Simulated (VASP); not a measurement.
Input of a VASP 6.6.1 run:

Contents of INCAR:

```
ALGO = Fast ; EDIFF = 1E-6
ENCUT = 520 ; GGA = PE
ISIF = 2 ; ISMEAR = 0
LASPH = True ; LCHARG = False
LREAL = False ; LWAVE = False
NBANDS = 23 ; NELM = 100
PREC = Accurate ; SIGMA = 0.1
```

The input KPOINTS:

```
k-points
0
Gamma
  4 4 4
```

The input POSCAR:

```
Nb2Te
1.0
    3.4476653189      0.0000000000      0.0000000000
    0.0000000000      3.4476653189      0.0000000000
    0.0000000000      0.0000000000      5.5179662379
Nb Te
2 1
Direct
    0.5000000000      0.5000000000      0.2889231403
    0.5000000000      0.5000000000      0.7110768597
    0.0000000000      0.0000000000      0.0000000000
```

Potentials or basis: VASP PAW PBE potentials, release 64 (Nb_sv, Te).

Command:

```bash
$ cat potpaw_PBE.64/Nb_sv/POTCAR potpaw_PBE.64/Te/POTCAR > POTCAR
$ mpirun -np 1 vasp_std > vasp.out
```

**Question.** Estimate the largest force.

**Answer.** 0.005 eV/Å.

**Question.** What does it give for the band gap on the k mesh?

**Answer.** Zero (bands 16 and 17 overlap by 0.68 eV).

**Question.** Estimate the pressure.

**Answer.** -0.2 GPa.

Forces on the atoms (eV/Å):
```
Nb   0.000  0.000 -0.005
Nb   0.000  0.000  0.005
Te   0.000  0.000  0.000
```

Caveat: the k points lie up to 0.46 Å⁻¹ apart, too coarse for converged energies and pressures of a metal; spin-orbit coupling is left out, which moves the levels of the heavy elements.
